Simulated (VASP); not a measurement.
Write the native input for VASP 6.6.1 that does the following.

* Task: single point
* Functional: PBEsol
* Potentials or basis: VASP PAW PBE potentials, release 64 (P)
* Cutoff: 520 eV
* k mesh: 8 × 1 × 6
* Occupations: gaussian, width 0.05 eV
* Spin: no spin polarisation
* Dipole correction: no
* Further INCAR settings: ALGO = Normal; EDIFF = 1e-07; NBANDS = 18

The structure of P lies in POSCAR:

```
P
1.0
    3.2837277200      0.0000000000      0.0000000000
    0.0000000000     34.8570309900      0.0000000000
    0.0000000000      0.0000000000      4.7710472513
P
4
Direct
    0.0000000000      0.9702614300      0.5921507200
    0.0000000000      0.0297385700      0.4078492800
    0.5000000000      0.0297385700      0.0921507200
    0.5000000000      0.9702614300      0.9078492800
```

This cell differs from its parent crystal: strain +0.000 along x and y, +0.030 along z.

The input as run:

INCAR

```
SYSTEM = P
PREC = Accurate
ENCUT = 520
EDIFF = 1E-7
ISMEAR = 0
SIGMA = 0.05
LREAL = .False.
LASPH = .True.
NELM = 80
ALGO = Normal
ISIF = 2
LWAVE = .False.
LCHARG = .False.
GGA = PS
NBANDS = 18
```

KPOINTS

```
Automatic mesh
0
Gamma
  8 1 6
  0 0 0
```

Potentials or basis: VASP PAW PBE potentials, release 64 (P).

Run with:

```sh
$ cat potpaw_PBE.64/P/POTCAR > POTCAR
$ mpirun -np 1 vasp_std > vasp.out
```

Results of the run:

| Quantity | Value |
| --- | --- |
| Largest force | 0.191 eV/Å |
| Band gap on the k mesh | 1.07 eV |

Caveat: the cell differs from its parent crystal (strain +0.000 along x and y, +0.030 along z); the PAW data sets were made with another functional, which shifts forces and pressure a little.

Wall time 2.6 min on 1 thread of Intel(R) Xeon(R) 6975P-C (Granite Rapids) (shared host), peak memory 0.56 GiB.
